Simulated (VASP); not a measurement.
A run of VASP 6.6.1:

INCAR

```
SYSTEM = WSe2
PREC = Accurate ; ENCUT = 520
EDIFF = 1E-6 ; ISMEAR = 0
SIGMA = 0.05 ; LREAL = .False.
LASPH = .True. ; NELM = 80
ALGO = Normal ; ISIF = 2
LWAVE = .False. ; LCHARG = .True.
GGA = PE ; IVDW = 12
LELF = .True. ; LVHAR = .True.
NBANDS = 35
```

The input KPOINTS:

```
Automatic mesh
0
Gamma
  9 9 2
  0 0 0
```

File POSCAR:

```
WSe2
1.0
   -3.2789854852      0.0000000000      0.0000000000
   -1.6394927426     -2.8396847288      0.0000000000
   -0.5464975809     -0.9465615763     14.0112373504
W Se
2 4
Direct
    0.0000000000     -0.2500000000      0.7500000000
    0.0000000000     -0.0833333333      0.2500000000
    0.3333333333      0.0432411913      0.8702764262
    0.3333333333      0.2099078579      0.3702764262
    0.3333333333      0.2900921421      0.1297235738
    0.3333333333      0.1234254754      0.6297235738
```

Potentials or basis: VASP PAW PBE potentials, release 64 (W_sv, Se).

Run with:

```console
$ cat potpaw_PBE.64/W_sv/POTCAR potpaw_PBE.64/Se/POTCAR > POTCAR
$ mpirun -np 1 vasp_std > vasp.out
```

Hardware: 1 thread of AMD EPYC 9R45 96-Core Processor (Zen 5), with other jobs on the host.

Problem. Estimate the wall time of this run.

Solution. Run time: 2.5 min on 1 thread of AMD EPYC 9R45 96-Core Processor (Zen 5), on a shared host, peak memory 0.33 GiB. Counts: scf iterations 15, k points 50.
